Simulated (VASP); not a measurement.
Input of a VASP 6.6.1 run:

File INCAR:

```
SYSTEM = AgPdCl3
  ALGO = Normal
  EDIFF = 1E-6
  EDIFFG = -0.04
  ENCUT = 600
  GGA = PE
  IBRION = 2
  ISIF = 3
  ISMEAR = 0
  LASPH = .TRUE.
  LCHARG = .FALSE.
  LREAL = .FALSE.
  LWAVE = .FALSE.
  NELM = 80
  NSW = 90
  PREC = Accurate
  SIGMA = 0.1
```

File KPOINTS:

```
k-points
0
G
  3 3 4
  0 0 0
```

Contents of POSCAR:

```
AgPdCl3
1.0
    6.7406696740      0.0000000000      0.0000000000
   -3.3703348370      5.8375911762      0.0000000000
    0.0000000000      0.0000000000      5.7589025101
Ag Pd Cl
2 2 6
Direct
    0.0000000000      0.0000000000      0.5000000000
    0.0000000000      0.0000000000      0.0000000000
    0.3333333333      0.6666666667      0.7500000000
    0.6666666667      0.3333333333      0.2500000000
    0.1460000000      0.2919999999      0.2500000000
    0.8540000000      0.1460000000      0.7500000000
    0.8540000000      0.7080000001      0.7500000000
    0.1460000000      0.8540000000      0.2500000000
    0.7080000001      0.8540000000      0.2500000000
    0.2919999999      0.1460000000      0.7500000000
```

Potentials or basis: VASP PAW PBE potentials, release 64 (Ag, Pd, Cl).

Launch:

```console
$ cat potpaw_PBE.64/Ag/POTCAR potpaw_PBE.64/Pd/POTCAR potpaw_PBE.64/Cl/POTCAR > POTCAR
$ mpirun -np 1 vasp_std > vasp.out
```

(1) Estimate the band gap on the k mesh.

(2) Estimate the space group after relaxing (to 0.05 Å).

(3) Estimate the relaxed volume.

(4) Estimate the relaxed cell.

Answers

(1) zero (band 42 reaches 2.43 eV, above the bottom of band 43 at 2.36 eV).

(2) P6_3/mmc (No. 194).

(3) 23.67 Å³/atom.

(4) a = 6.611 Å, b = 6.611 Å, c = 6.255 Å, α = 90.00°, β = 90.00°, γ = 120.00°.
